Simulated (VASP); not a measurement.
# Si16Ge (a cell with a defect) in VASP: a series of runs

The runs below take Si16Ge (a cell with a defect) through single point, with PBE+D3(BJ).

Program: VASP 6.6.1. These are calculated values, not measurements. Logs are shortened: lines on timing, memory, paths and dates and some standing lists are left out, and cuts for length are marked.

## Step 1: The cell of the first run

The cell holds a defect, 17 atoms: a = 7.679 Å, b = 7.679 Å, c = 7.679 Å, α = 60.00°, β = 60.00°, γ = 60.00°.

## Step 2: Single point, PBE+D3(BJ)

INCAR reads:

```
  PREC = Accurate
  ENCUT = 520
  EDIFF = 1E-6
  ISMEAR = 0
  SIGMA = 0.02
  LREAL = Auto
  LASPH = True
  NELM = 100
  ALGO = Normal
  ISIF = 2
  LWAVE = False
  LCHARG = True
  GGA = PE
  IVDW = 12
  LELF = True
  LVHAR = True
  NBANDS = 53
```

KPOINTS reads:

```
Automatic mesh
0
Gamma
  2 2 2
```

POSCAR reads:

```
Si16Ge
1.0
    0.0000000000      5.4300000000      5.4300000000
    5.4300000000      0.0000000000      5.4300000000
    5.4300000000      5.4300000000      0.0000000000
Si Ge
16 1
Direct
   -0.0028714549      0.0031259669      0.0026307551
    0.1274537753      0.1241174954      0.1235475138
   -0.0051165746      0.0053692449      0.4943077348
    0.1226772560      0.1368908840      0.6172652855
   -0.0048899632      0.4950229282      0.0046488950
    0.1231808471      0.6177685083      0.1363865562
    0.0001741252      0.5000864641      0.4995792818
    0.1178539595      0.6230948435      0.6220871087
    0.5001572744      0.0000723757     -0.0003736648
    0.6248949355      0.1240516575      0.1236129834
    0.5052400552      0.0051564457      0.4945214549
    0.6241220074      0.1247848066      0.6269205341
    0.5054456722      0.4948093923      0.0048622468
    0.6242036832      0.6273686924      0.1243033149
    0.5032245856      0.4970227440      0.4965413444
    0.6369777164      0.6225920810      0.6225898711
    0.2501729282      0.7500858195      0.7495819521
```

Potentials or basis: VASP PAW PBE potentials, release 64 (Si, Ge_d).

Launch:

```sh
cat potpaw_PBE.64/Si/POTCAR potpaw_PBE.64/Ge_d/POTCAR > POTCAR
mpirun -np 1 vasp_std > vasp.out
```

OUTCAR:

```text
PREC = Accurate
   ENCUT = 520
   EDIFF = 1E-6
   ISMEAR = 0
   LREAL = Auto
   LASPH = True
   NELM = 100
   ISIF = 2
   GGA = PE
   IVDW = 12
 IVDW          = 12

 ion  position               nearest neighbor table
   1  0.997  0.003  0.003-   2 2.33  10 2.33   6 2.42   4 2.42  17 2.75
   2  0.127  0.124  0.124-   3 2.33   5 2.33   1 2.33   9 2.34
   3  0.995  0.005  0.494-   2 2.33  12 2.33   4 2.40   8 2.40  17 2.77
   4  0.123  0.137  0.617-   7 2.28   3 2.40  11 2.40   1 2.42  17 2.43
   5  0.995  0.495  0.005-   2 2.33  14 2.33   6 2.40   8 2.40  17 2.77
   6  0.123  0.618  0.136-   7 2.28  13 2.40   5 2.40   1 2.42  17 2.43
   7  0.000  0.500  0.500-   6 2.28   4 2.28   8 2.28  16 2.28
   8  0.118  0.623  0.622-   7 2.28   3 2.40   5 2.40  15 2.42  17 2.43
   9  0.500  0.000  1.000-   2 2.34  10 2.34  14 2.34  12 2.34
  10  0.625  0.124  0.124-  13 2.33  11 2.33   1 2.33   9 2.34
  11  0.505  0.005  0.495-  10 2.33  12 2.33   4 2.40  16 2.40  17 2.77
  12  0.624  0.125  0.627-   3 2.33  11 2.33  15 2.33   9 2.34
  13  0.505  0.495  0.005-  10 2.33  14 2.33   6 2.40  16 2.40  17 2.77
  14  0.624  0.627  0.124-  13 2.33   5 2.33  15 2.33   9 2.34
  15  0.503  0.497  0.497-  14 2.33  12 2.33   8 2.42  16 2.42  17 2.75
  16  0.637  0.623  0.623-   7 2.28  13 2.40  11 2.40  15 2.42  17 2.43
  17  0.250  0.750  0.750-   6 2.43  16 2.43   8 2.43   4 2.43   1 2.75  15 2.75   5 2.77  11 2.77
                            13 2.77   3 2.77

  LATTYP: Found a face centered cubic cell.
 ALAT       =    10.8600000000

  Lattice vectors:

 A1 = (   0.0000000000,   5.4300000000,   5.4300000000)
 A2 = (   5.4300000000,   0.0000000000,   5.4300000000)
 A3 = (   5.4300000000,   5.4300000000,   0.0000000000)

Analysis of symmetry for initial positions (statically):
=====================================================================
 Subroutine PRICEL returns:
 Original cell was already a primitive cell.

 Routine SETGRP: Setting up the symmetry group for a
 face centered cubic supercell.

 Subroutine GETGRP returns: Found  1 space group operations
 (whereof  1 operations were pure point group operations)
 out of a pool of 48 trial point group operations.

The static configuration has the point symmetry C_1 .

Analysis of symmetry for dynamics (positions and initial velocities):
=====================================================================
 Subroutine PRICEL returns:
 Original cell was already a primitive cell.

 Routine SETGRP: Setting up the symmetry group for a
 face centered cubic supercell.

 Subroutine GETGRP returns: Found  1 space group operations
 (whereof  1 operations were pure point group operations)
 out of a pool of 48 trial point group operations.

The dynamic configuration has the point symmetry C_1 .

 Subroutine INISYM returns: Found  1 space group operations
 (whereof  1 operations are pure point group operations),
 and found     1 'primitive' translations

----------------------------------------------------------------------------------------

                                     Primitive cell

  volume of cell :     320.2060

  direct lattice vectors                    reciprocal lattice vectors
     0.000000000  5.430000000  5.430000000    -0.092081031  0.092081031  0.092081031
     5.430000000  0.000000000  5.430000000     0.092081031 -0.092081031  0.092081031
     5.430000000  5.430000000  0.000000000     0.092081031  0.092081031 -0.092081031

  length of vectors
     7.679179644  7.679179644  7.679179644     0.159489025  0.159489025  0.159489025

  position of ions in fractional coordinates (direct lattice)
     0.997128545  0.003125967  0.002630755
     0.127453775  0.124117495  0.123547514
     0.994883425  0.005369245  0.494307735
     0.122677256  0.136890884  0.617265285
     0.995110037  0.495022928  0.004648895
     0.123180847  0.617768508  0.136386556
[... 9 lines left out ...]
     0.636977716  0.622592081  0.622589871
     0.250172928  0.750085820  0.749581952

  ion indices of the primitive-cell ions
   primitive index   ion index
                 1           1
                 2           2
                 3           3
                 4           4
                 5           5
                 6           6
[... 9 lines left out ...]
                16          16
                17          17

----------------------------------------------------------------------------------------

 KPOINTS: Automatic mesh

Automatic generation of k-mesh.
 Grid dimensions read from file:
 generate k-points for:    2    2    2

 Generating k-lattice:

  Cartesian coordinates                     Fractional coordinates (reciprocal lattice)
    -0.046040516  0.046040516  0.046040516     0.500000000  0.000000000  0.000000000
     0.046040516 -0.046040516  0.046040516     0.000000000  0.500000000  0.000000000
     0.046040516  0.046040516 -0.046040516     0.000000000  0.000000000  0.500000000

  Length of vectors
     0.079744512  0.079744512  0.079744512

  Shift w.r.t. Gamma in fractional coordinates (k-lattice)
     0.000000000  0.000000000  0.000000000

 Subroutine IBZKPT returns following result:
 ===========================================

 Found      8 irreducible k-points:

 Following reciprocal coordinates:
            Coordinates               Weight
  0.000000  0.000000  0.000000      1.000000
  0.500000  0.000000  0.000000      1.000000
  0.000000  0.500000  0.000000      1.000000
  0.000000  0.000000  0.500000      1.000000
  0.500000  0.500000  0.500000      1.000000
  0.500000  0.500000  0.000000      1.000000
  0.000000  0.500000  0.500000      1.000000
  0.500000  0.000000  0.500000      1.000000
   k-points           NKPTS =      8   k-points in BZ     NKDIM =      8   number of bands    NBANDS=     53
   number of dos      NEDOS =    301   number of ions     NIONS =     17
   total plane-waves  NPLWV = 216000
   dimension x,y,z NGX =    60 NGY =   60 NGZ =   60
   dimension x,y,z NGXF=   120 NGYF=  120 NGZF=  120
   ions per type =              16   1
   NGX,Y,Z   is equivalent  to a cutoff of  12.99, 12.99, 12.99 a.u.
   NGXF,Y,Z  is equivalent  to a cutoff of  25.98, 25.98, 25.98 a.u.
 SYSTEM =  unknown system
   PREC   = accura    normal or accurate (medium, high low for compatibility)
   ISTART =      0    job   : 0-new  1-cont  2-samecut
   ICHARG =      2    charge: 1-file 2-atom 10-const
   ISPIN  =      1    spin polarized calculation?
   LNONCOLLINEAR =      F non collinear calculations
   LSORBIT =      F    spin-orbit coupling
   LASPH  =      T    aspherical Exc in radial PAW
   ENCUT  =  520.0 eV  38.22 Ry    6.18 a.u.  14.28 14.28 14.28*2*pi/ulx,y,z
   NELM   =    100;   NELMIN=  2; NELMDL= -5     # of ELM steps
   EDIFF  = 0.1E-05   stopping-criterion for ELM
   LREAL  =      T    real-space projection
   EDIFFG = 0.1E-04   stopping-criterion for IOM
   NSW    =      0    number of steps for IOM
   IBRION =     -1    ionic relax: 0-MD 1-quasi-New 2-CG
   NFREE  =      0    steps in history (QN), initial steepest desc. (CG)
   ISIF   =      2    stress and relaxation
   ISYM   =      2    0-nonsym 1-usesym 2-fastsym
   POTIM  = 0.5000    time-step for ionic-motion
   TEBEG  =    0.0;   TEEND  =   0.0 temperature during run
   PSTRESS=    0.0 pullay stress
   NELECT =      78.0000    total number of electrons
   NUPDOWN=      -1.0000    fix difference up-down
   EMIN   =  10.00;   EMAX   =-10.00  energy-range for DOS
   EFERMI =   0.00;   METHOD = LEGACY
   ISMEAR =     0;   SIGMA  =   0.02  broadening in eV -4-tet -1-fermi 0-gaus
   EFERMI_NEDOS =   21; number of points for ismear=-14 and -15
   IALGO  =     38    algorithm
   IMIX   =      4    mixing-type and parameters
     AMIX     =   0.40;   BMIX     =  1.00
     AMIX_MAG =   1.60;   BMIX_MAG =  1.00
  volume/ion in A,a.u.               =      18.84       127.11
  Fermi-wavevector in a.u.,A,eV,Ry     =   1.022421  1.932096 14.222785  1.045345
  Thomas-Fermi vector in A             =   2.156100
   LORBIT       =      0    0 simple, 1 ext, 2 COOP (PROOUT), +10 PAW based schemes
   GGA     = PE    functional components
   LHFCALC =     F    Hartree Fock is set to
   AEXX    =    0.0000 exact exchange contribution
   IVDW    =    12    specifies the selected vdW correction
   LEPSILON=     F    determine dielectric tensor
   LRPA    =     F    only Hartree local field effects (RPA)
 non-spin polarized calculation
 Gauss-broadening in eV      SIGMA  =   0.02
  energy-cutoff  :      520.00
  volume of cell :      320.21
 maximum number of plane-waves:      8646
 NGX is ok and might be reduce to    60
   NGX = 29   NGY = 29   NGZ = 29

 number of electron      77.9999997 magnetization

 Free energy of the ion-electron system (eV)
  ---------------------------------------------------
  ext. energy  EPLUGINS =         0.00000000
  ---------------------------------------------------
  free energy    TOTEN  =       -86.69304592 eV

  energy without entropy =      -86.69279202  energy(sigma->0) =      -86.69291897

 E-fermi :   6.9454     XC(G=0):  -9.7502

 val. band max:        6.9139274460   @ k =   0.0000   0.0000   0.0000
 cond. band min:       6.9807506464   @ k =   0.0000   0.0000   0.0000
 fundamental gap:      0.0668232004
 Fermi energy:         6.9453771092

 k-point     1 :       0.0000    0.0000    0.0000
  band No.  band energies     occupation
      1     -18.2674      2.00000
      2     -18.2673      2.00000
      3     -18.2667      2.00000
      4     -18.2549      2.00000
      5     -18.2519      2.00000
      6      -6.5244      2.00000
[... 43 lines left out ...]
     50       8.1163      0.00000
     51       9.0709      0.00000

 k-point     2 :       0.5000    0.0000    0.0000
  band No.  band energies     occupation
      1     -18.2674      2.00000
      2     -18.2673      2.00000
      3     -18.2667      2.00000
      4     -18.2549      2.00000
      5     -18.2519      2.00000
      6      -6.1919      2.00000
[... 43 lines left out ...]
     50       9.8229      0.00000
     51       9.9747      0.00000

 k-point     3 :       0.0000    0.5000    0.0000
  band No.  band energies     occupation
      1     -18.2674      2.00000
      2     -18.2673      2.00000
      3     -18.2667      2.00000
      4     -18.2549      2.00000
      5     -18.2519      2.00000
      6      -6.1919      2.00000
[... 43 lines left out ...]
     50       9.8229      0.00000
     51       9.9747      0.00000

 k-point     4 :       0.0000    0.0000    0.5000
  band No.  band energies     occupation
      1     -18.2674      2.00000
      2     -18.2673      2.00000
      3     -18.2667      2.00000
      4     -18.2549      2.00000
      5     -18.2519      2.00000
      6      -6.1919      2.00000
[... 43 lines left out ...]
     50       9.8228      0.00000
     51       9.9748      0.00000

 k-point     5 :       0.5000    0.5000    0.5000
  band No.  band energies     occupation
      1     -18.2674      2.00000
      2     -18.2673      2.00000
      3     -18.2667      2.00000
      4     -18.2549      2.00000
      5     -18.2519      2.00000
      6      -6.1919      2.00000
[... 43 lines left out ...]
     50       9.8229      0.00000
     51       9.9747      0.00000

 k-point     6 :       0.5000    0.5000    0.0000
  band No.  band energies     occupation
      1     -18.2674      2.00000
      2     -18.2673      2.00000
      3     -18.2667      2.00000
      4     -18.2549      2.00000
      5     -18.2519      2.00000
      6      -6.0840      2.00000
[... 43 lines left out ...]
     50      10.3151      0.00000
     51      10.3418      0.00000

 k-point     7 :       0.0000    0.5000    0.5000
  band No.  band energies     occupation
      1     -18.2674      2.00000
      2     -18.2673      2.00000
      3     -18.2667      2.00000
      4     -18.2549      2.00000
      5     -18.2519      2.00000
      6      -6.0892      2.00000
[... 43 lines left out ...]
     50      10.3357      0.00000
     51      10.3383      0.00000

 k-point     8 :       0.5000    0.0000    0.5000
  band No.  band energies     occupation
      1     -18.2674      2.00000
      2     -18.2673      2.00000
      3     -18.2667      2.00000
      4     -18.2549      2.00000
      5     -18.2519      2.00000
      6      -6.0835      2.00000
[... 43 lines left out ...]
     50      10.3155      0.00000
     51      10.3397      0.00000
 [bands above 51 left out]

------------------------ aborting loop because EDIFF is reached ----------------------------------------

 Edisp (eV)   -5.66649

 E8    (eV) :    -2.3554

  FORCE on cell =-STRESS in cart. coord.  units (eV):
  Direction    XX          YY          ZZ          XY          YZ          ZX
  --------------------------------------------------------------------------------------
  -------------------------------------------------------------------------------------
  Total       6.77942     7.69217     7.60488     0.00016     0.00073    -0.00024
  in kB      33.92139    38.48841    38.05164     0.00078     0.00366    -0.00120
  external pressure =       36.82 kB  Pullay stress =        0.00 kB

 VOLUME and BASIS-vectors are now :
 -----------------------------------------------------------------------------
  energy-cutoff  :      520.00
  volume of cell :      320.21
      direct lattice vectors                 reciprocal lattice vectors
     0.000000000  5.430000000  5.430000000    -0.092081031  0.092081031  0.092081031
     5.430000000  0.000000000  5.430000000     0.092081031 -0.092081031  0.092081031
     5.430000000  5.430000000  0.000000000     0.092081031  0.092081031 -0.092081031

 POSITION                                       TOTAL-FORCE (eV/Angst)
 -----------------------------------------------------------------------------------
      0.03126      5.42869      5.43138         0.000157     -0.000768      0.000561
      1.34482      1.36294      1.36603         0.000944     -0.002046     -0.001487
      2.71325      8.08631      5.43137         0.000173      0.000279     -0.000235
      4.09507      4.01789      1.40946         0.002410      0.002950     -0.000406
      2.71322      5.42869      8.09142        -0.000033     -0.000275     -0.001261
      4.09506      1.40945      4.02335         0.003221     -0.002472      0.000668
[... 9 lines left out ...]
      6.76134      6.83945      6.83946        -0.002672     -0.002603     -0.000486
      8.14320      5.42867      5.43141        -0.000566     -0.000582      0.000510
 -----------------------------------------------------------------------------------
    total drift:                                0.000382      0.002780     -0.000713

  FREE ENERGIE OF THE ION-ELECTRON SYSTEM (eV)
  ---------------------------------------------------
  free  energy   TOTEN  =       -92.3595367380 eV

  energy  without entropy=      -92.3592828451  energy(sigma->0) =      -92.35940979
```

Wall time 2.4 min (1 thread of Intel Xeon 6975P-C (Granite Rapids), shared host); peak memory 0.48 GiB.

Results:

| Item | Value |
| --- | --- |
| Free energy | -92.3595 eV |
| Pressure | 3.7 GPa |
| Largest force | 0.005 eV/Å |
| Band gap on the k mesh | zero (band 39 reaches 7.00 eV, above the bottom of band 40 at 6.67 eV) |
| Dispersion energy per atom | -0.333 eV |

Forces on the atoms (eV/Å):
```
Si   0.000 -0.001  0.001
Si   0.001 -0.002 -0.001
Si   0.000  0.000  0.000
Si   0.002  0.003  0.000
Si   0.000  0.000 -0.001
Si   0.003 -0.002  0.001
Si   0.001  0.001 -0.001
Si  -0.002  0.003  0.001
Si   0.001  0.000  0.000
Si   0.001  0.003  0.001
Si   0.000  0.000  0.000
Si  -0.002 -0.003  0.003
Si   0.000  0.000  0.000
Si  -0.001  0.002 -0.002
Si  -0.001 -0.001  0.001
Si  -0.003 -0.003  0.000
Ge  -0.001 -0.001  0.001
```

Caveat: the k points lie up to 0.50 Å⁻¹ apart.

## Step 3: Single point, PBE+D3(BJ)

INCAR reads:

```
PREC = Accurate
ENCUT = 520
EDIFF = 1E-6
ISMEAR = 0
SIGMA = 0.02
LREAL = Auto
LASPH = True
NELM = 60
ALGO = Normal
ISIF = 2
LWAVE = False
LCHARG = False
GGA = PE
IVDW = 12
NBANDS = 53
```

KPOINTS is that of step 2.

POSCAR reads:

```
Si16Ge
1.0
    0.0000000000      5.4300000000      5.4300000000
    5.4300000000      0.0000000000      5.4300000000
    5.4300000000      5.4300000000      0.0000000000
Si Ge
16 1
Direct
    0.0007208103     -0.0015795580      0.0005596685
    0.1194613260      0.1310322284      0.1199149171
   -0.0119173112      0.0031812155      0.5020782689
    0.1217698895      0.1286730203      0.6282737569
    0.0001290055      0.5017142726      0.0012906998
    0.1247715470      0.6257004604      0.1253413444
    0.0008223757      0.5009542357      0.4980566298
    0.1197929098      0.6205770718      0.6303883057
    0.5016260589      0.0081144567     -0.0116291897
    0.6297828729      0.1307106814      0.1202197053
    0.5071464088      0.0023771639      0.5028226519
    0.6248840700      0.1254982505      0.6251601289
    0.4974671271      0.5016341621      0.0013767035
    0.6278796501      0.6226032228      0.1222586556
    0.5023979742      0.4887116022      0.5077686924
    0.6301134438      0.6202298343      0.6306793738
    0.3749058011      0.8754610497      0.3751223757
```

Potentials or basis: VASP PAW PBE potentials, release 64 (Si, Ge_d).

Launch:

```sh
cat potpaw_PBE.64/Si/POTCAR potpaw_PBE.64/Ge_d/POTCAR > POTCAR
mpirun -np 1 vasp_std > vasp.out
```

Run time: 2 min. Hardware: 1 thread of Intel Xeon 6975P-C (Granite Rapids), shared host; peak memory 0.48 GiB.

The run converged. Its results:

```yaml
Free_energy: -92.3594 eV
Pressure: 3.7 GPa
Largest_force: 0.008 eV/Å
Band_gap_on_the_k_mesh: zero (band 39 reaches 7.00 eV, above the bottom of band 40 at 6.67 eV)
Dispersion_energy_per_atom: -0.333 eV
```

Forces on the atoms (eV/Å):
```
Si  -0.003 -0.004  0.002
Si   0.000  0.000  0.000
Si   0.006  0.004  0.000
Si   0.000  0.001  0.000
Si   0.003 -0.003 -0.002
Si  -0.002  0.000 -0.001
Si  -0.004  0.004 -0.003
Si   0.000 -0.001  0.001
Si  -0.006  0.005  0.000
Si   0.001  0.001  0.000
Si   0.005 -0.005  0.000
Si  -0.002  0.000 -0.002
Si   0.002  0.003  0.002
Si  -0.001 -0.001 -0.001
Si  -0.006 -0.004  0.000
Si   0.002  0.000  0.002
Ge   0.005  0.001  0.002
```

Stress tensor (GPa, compression positive):
```
3.39 0.00 0.00
0.00 3.86 0.00
0.00 0.00 3.79
```

Levels at points of the mesh, in eV from the Fermi level:
```
           k point  band 36  band 37  band 38  band 39  band 40  band 41  band 42  band 43
(0.00, 0.00, 0.00)    -0.85    -0.80    -0.80    -0.28    -0.28    -0.24    -0.03     0.04
(0.50, 0.00, 0.00)    -1.54    -1.49    -1.48    -0.34     0.48     0.53     0.85     0.86
(0.00, 0.50, 0.00)    -1.54    -1.49    -1.48    -0.34     0.49     0.53     0.85     0.86
(0.00, 0.00, 0.50)    -1.54    -1.49    -1.48    -0.34     0.49     0.53     0.85     0.86
(0.50, 0.50, 0.50)    -1.54    -1.49    -1.48    -0.34     0.48     0.53     0.86     0.86
(0.50, 0.50, 0.00)    -2.09    -1.91    -1.32     0.04     0.78     0.99     1.03     1.07
(0.00, 0.50, 0.50)    -2.08    -1.95    -1.35     0.06     0.78     1.01     1.02     1.05
(0.50, 0.00, 0.50)    -2.10    -1.90    -1.31     0.04     0.78     1.00     1.02     1.07
```

Caveat: the k points lie up to 0.50 Å⁻¹ apart.

(Continued in part 2 of 2.)
